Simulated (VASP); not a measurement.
# Ir (Fd-3m) in VASP: single point with HSE06

Aim: the single point of Ir with HSE06.

All numbers are computed with VASP 6.6.1; they aren't measurements. Logs are shortened: lines on timing, memory, paths and dates and some standing lists are left out, and cuts for length are marked.

## (1) The cell of the first run

The structure is cubic, space group Fd-3m (No. 227). The conventional cell has a = 5.570 Å, b = 5.570 Å, c = 5.570 Å, α = 90.00°, β = 90.00°, γ = 90.00°. Ir (site symmetry -43m) has 4 Ir at 2.41 Å within 3.2 Å.

This isn't the form of Ir at room conditions, which is fcc.

## (2) Single point, HSE06

POSCAR

```
Ir
1.0
    0.0000000000      2.7850764218      2.7850764218
    2.7850764218      0.0000000000      2.7850764218
    2.7850764218      2.7850764218      0.0000000000
Ir
2
Direct
    0.1250000000      0.1250000000      0.1250000000
    0.8750000000      0.8750000000      0.8750000000
```

INCAR.step1

```
PREC = Accurate
ENCUT = 520
EDIFF = 1E-5
ISMEAR = -1
SIGMA = 0.1
LREAL = False
LASPH = True
NELM = 100
ALGO = Normal
ISIF = 2
LWAVE = True
LCHARG = False
NBANDS = 16
GGA = PE
```

INCAR.step2

```
PREC = Accurate
ENCUT = 520
EDIFF = 1E-7
ISMEAR = -1
SIGMA = 0.1
LREAL = False
LASPH = True
NELM = 100
ALGO = Normal
ISIF = 2
LWAVE = False
LCHARG = False
GGA = PE
LHFCALC = True
HFSCREEN = 0.2079
PRECFOCK = Normal
NBANDS = 16
ISTART = 1
```

KPOINTS

```
Automatic mesh
0
Gamma
  5 5 5
```

Potentials or basis: VASP PAW PBE potentials, release 64 (Ir).

The run is started by

```
$ cat potpaw_PBE.64/Ir/POTCAR > POTCAR
$ cp INCAR.step1 INCAR
$ mpirun -np 1 vasp_std > vasp.out
$ cp INCAR.step2 INCAR
$ mpirun -np 1 vasp_std > vasp.out
```

OUTCAR:

```text
PREC = Accurate
   ENCUT = 520
   EDIFF = 1E-7
   ISMEAR = -1
   LREAL = False
   LASPH = True
   NELM = 100
   ISIF = 2
   GGA = PE
   LHFCALC = True
   HFSCREEN = 0.2079
   PRECFOCK = Normal
   ISTART = 1

 ion  position               nearest neighbor table
   1  0.125  0.125  0.125-   2 2.41   2 2.41   2 2.41   2 2.41
   2  0.875  0.875  0.875-   1 2.41   1 2.41   1 2.41   1 2.41

  LATTYP: Found a face centered cubic cell.
 ALAT       =     5.5701528436

  Lattice vectors:

 A1 = (   0.0000000000,   2.7850764218,   2.7850764218)
 A2 = (   2.7850764218,   0.0000000000,   2.7850764218)
 A3 = (   2.7850764218,   2.7850764218,   0.0000000000)

Analysis of symmetry for initial positions (statically):
=====================================================================
 Subroutine PRICEL returns:
 Original cell was already a primitive cell.

 Routine SETGRP: Setting up the symmetry group for a
 face centered cubic supercell.

 Subroutine GETGRP returns: Found 48 space group operations
 (whereof 12 operations were pure point group operations)
 out of a pool of 48 trial point group operations.

The static configuration has the point symmetry D_3d.
 The point group associated with its full space group is O_h .

Analysis of symmetry for dynamics (positions and initial velocities):
=====================================================================
 Subroutine PRICEL returns:
 Original cell was already a primitive cell.

 Routine SETGRP: Setting up the symmetry group for a
 face centered cubic supercell.

 Subroutine GETGRP returns: Found 48 space group operations
 (whereof 12 operations were pure point group operations)
 out of a pool of 48 trial point group operations.

The dynamic configuration has the point symmetry D_3d.
 The point group associated with its full space group is O_h .

 Subroutine INISYM returns: Found 48 space group operations
 (whereof 12 operations are pure point group operations),
 and found     1 'primitive' translations

----------------------------------------------------------------------------------------

                                     Primitive cell

[... 75 lines left out ...]
   EDIFF  = 0.1E-06   stopping-criterion for ELM
   LREAL  =      F    real-space projection
   EDIFFG = 0.1E-05   stopping-criterion for IOM
   NSW    =      0    number of steps for IOM
   IBRION =     -1    ionic relax: 0-MD 1-quasi-New 2-CG
   NFREE  =      0    steps in history (QN), initial steepest desc. (CG)
   ISIF   =      2    stress and relaxation
   ISYM   =      3    0-nonsym 1-usesym 2-fastsym
   POTIM  = 0.5000    time-step for ionic-motion
   TEBEG  =    0.0;   TEEND  =   0.0 temperature during run
   PSTRESS=    0.0 pullay stress
   NELECT =      18.0000    total number of electrons
   NUPDOWN=      -1.0000    fix difference up-down
   EMIN   =  10.00;   EMAX   =-10.00  energy-range for DOS
   EFERMI =   0.00;   METHOD = LEGACY
   ISMEAR =    -1;   SIGMA  =   0.10  broadening in eV -4-tet -1-fermi 0-gaus
   EFERMI_NEDOS =   21; number of points for ismear=-14 and -15
   IALGO  =     38    algorithm
   IMIX   =      1    mixing-type and parameters
     AMIX     =   0.40;   BMIX     =  1.00
     AMIX_MAG =   1.60;   BMIX_MAG =  1.00
  volume/ion in A,a.u.               =      21.60       145.78
  Fermi-wavevector in a.u.,A,eV,Ry     =   1.222696  2.310561 20.340518  1.494986
  Thomas-Fermi vector in A             =   2.357834
   LORBIT       =      0    0 simple, 1 ext, 2 COOP (PROOUT), +10 PAW based schemes
   GGA     = PE    functional components
   LHFCALC =     T    Hartree Fock is set to
   PRECFOCK=normal    Normal, Fast or Accurate (Low or Medium for compatibility)
   ENCUT4O =  -1.0   cutoff for four orbital integrals eV
   NKREDX  =     1    reduce k-point grid by
   NKREDY  =     1    reduce k-point grid by
   NKREDZ  =     1    reduce k-point grid by
   AEXX    =    0.2500 exact exchange contribution
   HFSCREEN=    0.2079 screening length (either q_TF or 0.3 A-1)
   HFSCREENC=   0.2079 screening length for correlation (either q_TF or 0.3 A-1)
   ENCUTFOCK=  -1.0 apply spherical cutoff to Coloumb kernel
   IVDW    =     0    specifies the selected vdW correction
   LEPSILON=     F    determine dielectric tensor
   LRPA    =     F    only Hartree local field effects (RPA)
 non-spin polarized calculation
  energy-cutoff  :      520.00
  volume of cell :       43.21
 maximum number of plane-waves:      1211
 NGX is ok and might be reduce to    30
  NGX = 24; NGY = 24; NGZ = 24

 number of electron      18.0000001 magnetization

 Free energy of the ion-electron system (eV)
  ---------------------------------------------------
  ext. energy  EPLUGINS =         0.00000000
  ---------------------------------------------------
  free energy    TOTEN  =       -18.01283883 eV

  energy without entropy =      -17.97126089  energy(sigma->0) =      -17.99204986

 E-fermi :   4.9513     XC(G=0):  -9.1931

 val. band max:        4.7533153359   @ k =   0.4000   0.2000   0.0000
 cond. band min:       5.1241733506   @ k =   0.4000   0.4000   0.0000
 fundamental gap:      0.3708580146
 Fermi energy:         4.9513151873

 k-point     1 :       0.0000    0.0000    0.0000
  band No.  band energies     occupation
      1      -3.9074      2.00000
      2      -1.0504      2.00000
      3      -1.0504      2.00000
      4      -0.5033      2.00000
      5      -0.5033      2.00000
      6      -0.5033      2.00000
[... 167 lines left out ...]
      3      -0.6218      2.00000
      4      -0.4622      2.00000
      5       0.4555      2.00000
      6       1.0607      2.00000
[... 8 lines left out ...]
     15      17.7155      0.00000
     16      18.8803      0.00000

------------------------ aborting loop because EDIFF is reached ----------------------------------------

  FORCE on cell =-STRESS in cart. coord.  units (eV):
  Direction    XX          YY          ZZ          XY          YZ          ZX
  --------------------------------------------------------------------------------------
  -------------------------------------------------------------------------------------
  Total       -1.7802940     -1.7802940     -1.7802940     -0.0000000      0.0000000     -0.0000000
  in kB      -66.0177872    -66.0177872    -66.0177872     -0.0000000      0.0000000     -0.0000000
  external PRESSURE =     -66.0177872 kB  Pullay stress =       0.0000000 kB

 VOLUME and BASIS-vectors are now :
 -----------------------------------------------------------------------------
  energy-cutoff  :      520.00
  volume of cell :       43.21
      direct lattice vectors                 reciprocal lattice vectors
     0.000000000  2.785076422  2.785076422    -0.179528287  0.179528287  0.179528287
     2.785076422  0.000000000  2.785076422     0.179528287 -0.179528287  0.179528287
     2.785076422  2.785076422  0.000000000     0.179528287  0.179528287 -0.179528287

 POSITION                                       TOTAL-FORCE (eV/Angst)
 -----------------------------------------------------------------------------------
      0.69627      0.69627      0.69627         0.000000      0.000000      0.000000
      4.87388      4.87388      4.87388        -0.000000     -0.000000     -0.000000
 -----------------------------------------------------------------------------------
    total drift:                                0.000001     -0.000000      0.000001

  FREE ENERGIE OF THE ION-ELECTRON SYSTEM (eV)
  ---------------------------------------------------
  free  energy   TOTEN  =       -18.0128388314 eV

  energy  without entropy=      -17.9712608932  energy(sigma->0) =      -17.99204986
```

OSZICAR.step1:

```text
N       E                     dE             d eps       ncg     rms          rms(c)
DAV:   1     0.132884467077E+03    0.13288E+03   -0.80930E+03   320   0.106E+03
DAV:   2    -0.125794369948E+02   -0.14546E+03   -0.12978E+03   320   0.287E+02
DAV:   3    -0.166358990151E+02   -0.40565E+01   -0.40092E+01   416   0.546E+01
DAV:   4    -0.166765821441E+02   -0.40683E-01   -0.40675E-01   360   0.514E+00
DAV:   5    -0.166776125993E+02   -0.10305E-02   -0.10304E-02   448   0.793E-01    0.144E+01
DAV:   6    -0.158671995089E+02    0.81041E+00   -0.14400E+00   424   0.138E+01    0.562E+00
DAV:   7    -0.157643587910E+02    0.10284E+00   -0.19089E-01   456   0.442E+00    0.200E+00
DAV:   8    -0.157486856234E+02    0.15673E-01   -0.16741E-02   360   0.100E+00    0.223E-01
DAV:   9    -0.157485993918E+02    0.86232E-04   -0.48674E-04   344   0.168E-01    0.335E-02
DAV:  10    -0.157486423010E+02   -0.42909E-04   -0.40988E-05   408   0.473E-02    0.408E-03
DAV:  11    -0.157486415714E+02    0.72961E-06   -0.14735E-06   192   0.129E-02
   1 F= -.15748642E+02 E0= -.15713282E+02  d E =-.707191E-01
```

Run time: 45 min. Hardware: 1 thread of Intel Xeon Platinum 8175M at 2.50GHz (Skylake/Cascade Lake), shared host; peak memory 0.27 GiB.

Results:

| Item | Value |
| --- | --- |
| Free energy | -18.0128 eV |
| Pressure | -6.6 GPa |
| Band gap on the k mesh | zero (bands 9 and 10 overlap by 1.31 eV) |

Levels at points of the mesh, in eV from the Fermi level:
| k point | band 5 | band 6 | band 7 | band 8 | band 9 | band 10 | band 11 | band 12 | band 13 | band 14 |
| --- | --- | --- | --- | --- | --- | --- | --- | --- | --- | --- |
| (0.00, 0.00, 0.00) | -5.45 | -5.45 | -2.06 | -2.06 | -2.06 | 0.63 | 0.63 | 11.60 | 11.77 | 13.29 |

Caveat: the k points lie up to 0.39 Å⁻¹ apart, too coarse for converged energies and pressures of a metal; the PAW data sets were made with another functional, which shifts forces and pressure a little; spin-orbit coupling is left out, which moves the levels of the heavy elements.

The gap in the log of VASP goes by the Fermi energy; the results here count the filled bands.